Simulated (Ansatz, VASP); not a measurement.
One calculation of MnSb, two programs

```xyz
4
Lattice="4.1300 0.0000 0.0000 -2.0650 3.5767 0.0000 0.0000 0.0000 5.8000" Properties=species:S:1:pos:R:3 pbc="T T T"
Mn    0.0000    0.0000    0.0000
Mn    0.0000    0.0000    2.9000
Sb    0.0000    2.3845    1.4500
Sb    2.0650    1.1922    4.3500
```

Alike in both runs: task electric field gradients; functional PBE; k mesh 8 × 8 × 5; occupations fermi-dirac, width 0.02 eV; collinear spin.

|  | VASP | Ansatz |
| --- | --- | --- |
| version | VASP 6.6.1 | Ansatz 0.2.0 |
| potentials or method | VASP PAW PBE potentials, release 64 (Mn_pv, Sb) | plane-wave PAW, scalar-relativistic |
| plane-wave cutoff (eV) | 520 | 420 |
| valence electrons in the cell | 36 | 60 |

Ansatz gave:

| Property | Result |
| --- | --- |
| pressure (GPa) | -2.7 |
| traceless stress, the component that is largest in VASP (GPa) | -1.17 |
| net moment per atom (μB) | 1.68 |
| size of the moment on the site where the two differ most (μB) | 3.43 |
| size of Vzz on the site where it differs most (V/Å²) | 42.9 |

Task: Which values does VASP return?

Result: Pressure (GPa): -2.8; traceless stress, the component that is largest in VASP (GPa): -1.16; net moment per atom (μB): 1.68; size of the moment on the site where the two differ most (μB): 3.40; size of Vzz on the site where it differs most (V/Å²): 39.4.

Site moments also hang on the region over which each program counts them. With one functional, cell and mesh, what is left measures potentials, basis and numerics. VASP's potentials hold 36 valence electrons a cell and Ansatz's 60, so a difference there can come from the potentials and not from the codes.

Spin-orbit coupling is off throughout.
